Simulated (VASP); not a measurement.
The system is AlN.

```xyz
2
Lattice="0.0000 2.2016 2.2016 2.2016 0.0000 2.2016 2.2016 2.2016 0.0000" Properties=species:S:1:pos:R:3 pbc="T T T"
Al    0.0000    0.0000    0.0000
N     3.3024    3.3024    3.3024
```

- Program: VASP 6.6.1
- Task: relaxation of cell and atoms
- Functional: LDA
- Potentials or basis: VASP PAW LDA potentials, release 64 (Al, N)
- Cutoff: 600 eV
- k mesh: 10 × 10 × 10
- Occupations: gaussian, width 0.02 eV
- Spin: no spin polarisation

At the start: pressure -7.7 GPa; volume 10.67 Å³/atom.

Q: Where does the relaxation end?

A: Over 3 steps the energy falls by 10.2 meV/atom and the volume is 10.26 Å³/atom (-3.8 %); space group F-43m (No. 216, to 0.05 Å).

Step by step:
```csv
step,energy change (eV),largest force (eV/Å),pressure (GPa),volume (Å³)
1,0.0000,0.0000,-7.67,21.34
2,-0.0029,0.0000,8.07,19.80
3,-0.0204,0.0000,-0.05,20.52
```

Final structure:
```yaml
crystal:
  lattice:
    - [0.00000, 2.17304, 2.17304]
    - [2.17304, 0.00000, 2.17304]
    - [2.17304, 2.17304, 0.00000]
  atoms:
    - { symbol: Al, position: [0.00000, 0.00000, 0.00000] }
    - { symbol: N, position: [0.75000, 0.75000, 0.75000] }
```
